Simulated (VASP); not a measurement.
A run of VASP 6.6.1 is set up as follows.

Contents of POSCAR:

```
GaN
1.0
    0.0000000000      2.2995378446      2.2995378446
    2.2489367673      0.0506010773      2.2489367673
    2.2489367673      2.2489367673      0.0506010773
Ga N
1 1
Direct
    0.0000000000      0.0000000000      0.0000000000
    0.7500000000      0.7500000000      0.7500000000
```

INCAR.step1

```
PREC = Accurate ; ENCUT = 1460
ISMEAR = 0 ; SIGMA = 0.05
LREAL = F ; LASPH = T
NELM = 120 ; NBANDS = 16
GGA = PE ; ALGO = Normal
EDIFF = 1E-5 ; LWAVE = T
LCHARG = F ; GGA_COMPAT = F
```

The input INCAR.step2:

```
PREC = Accurate ; ENCUT = 1460
EDIFF = 1E-6 ; ISMEAR = 0
SIGMA = 0.05 ; LREAL = F
LASPH = T ; NELM = 120
ALGO = Normal ; ISIF = 2
LWAVE = F ; LCHARG = F
METAGGA = R2SCAN ; LMIXTAU = T
NBANDS = 16 ; ISTART = 1
GGA_COMPAT = F
```

KPOINTS

```
Automatic mesh
0
Gamma
  10 10 10
```

Potentials or basis: VASP PAW PBE potentials, release 64 (Ga_d, N_h).

Command:

```sh
$ cat potpaw_PBE.64/Ga_d/POTCAR potpaw_PBE.64/N_h/POTCAR > POTCAR
$ cp INCAR.step1 INCAR
$ mpirun -np 1 vasp_std > vasp.out
$ cp INCAR.step2 INCAR
$ mpirun -np 1 vasp_std > vasp.out
```

**Question.** Predict the largest force.

**Answer.** 0.399 eV/Å.

**Question.** Predict the pressure.

**Answer.** 1.5 GPa.

Forces on the atoms (eV/Å):
```
Ga  -0.399  0.000  0.000
N    0.399  0.000  0.000
```

Caveat: the cell differs from its parent crystal (strain +0.0450 x Voigt [0, 0, 0, 1, 0, 0]); the PAW data sets were made with another functional, which shifts forces and pressure a little.
